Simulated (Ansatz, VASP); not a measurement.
**One calculation of Rh, two programs**

```
CELL_PARAMETERS angstrom
0.00000 1.86187 1.86187
1.86187 0.00000 1.86187
1.86187 1.86187 0.00000
ATOMIC_POSITIONS crystal
Rh 0.00000 0.00000 0.00000
```

Change from the starting cell: volume scaled by 0.94, PAW files.

Alike in both runs: task single point; functional r2SCAN; k mesh 17 × 17 × 17; occupations fermi-dirac, width 0.1 eV; no spin polarisation.

```csv
,VASP,Ansatz
version,VASP 6.6.1,Ansatz 0.2.0
potentials or method,"VASP PAW PBE potentials, release 64 (Rh_sv_GW)","PAW with Ansatz's default frozen-core files, scalar-relativistic"
plane-wave cutoff (eV),680,500
valence electrons in the cell,17,17
```

|  | VASP | Ansatz | Ansatz less VASP |
| --- | --- | --- | --- |
| pressure (GPa) | 20.5 | 20.3 | -0.21 |

VASP's potentials were made for PBE, not for r2SCAN.
